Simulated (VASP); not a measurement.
HfO2, 6 atoms in the cell. Symmetry: P4_2/mnm, No. 136, tetragonal system. The conventional cell has a = 4.814 Å, b = 4.814 Å, c = 3.205 Å, α = 90.00°, β = 90.00°, γ = 90.00°. Within 2.7 Å of Hf (site symmetry mmm) lie 6 O at 2.08 Å. Within 2.7 Å of O (site symmetry m2m) lie 3 Hf at 2.08 Å and 1 O at 2.65 Å. 

```yaml
Program: VASP 6.6.1
Task: single point
Functional: PBE
Potentials_or_basis: VASP PAW PBE potentials, release 64 (Hf_pv, O)
Cutoff: 520 eV
k_mesh: 5 × 5 × 6
Occupations: fermi-dirac, width 0.05 eV
Spin: no spin polarisation
Hubbard_terms: Hf d U = 6.0 eV
Dipole_correction: no
Further_INCAR_settings: ALGO = Normal; EDIFF = 1e-06; NBANDS = 31
```

Potentials or basis: VASP PAW PBE potentials, release 64 (Hf_pv, O).

Run with:

```bash
$ cat potpaw_PBE.64/Hf_pv/POTCAR potpaw_PBE.64/O/POTCAR > POTCAR
$ mpirun -np 1 vasp_std > vasp.out
```

Hardware: 1 thread of Intel(R) Xeon(R) Platinum 8375C CPU @ 2.90GHz (Ice Lake) (shared host).

How long does it take, and how much memory?

Wall time 36 s on 1 thread of Intel(R) Xeon(R) Platinum 8375C CPU @ 2.90GHz (Ice Lake), with other jobs on the host, peak memory 0.2 GiB. Counts: scf iterations 14, k points 24.
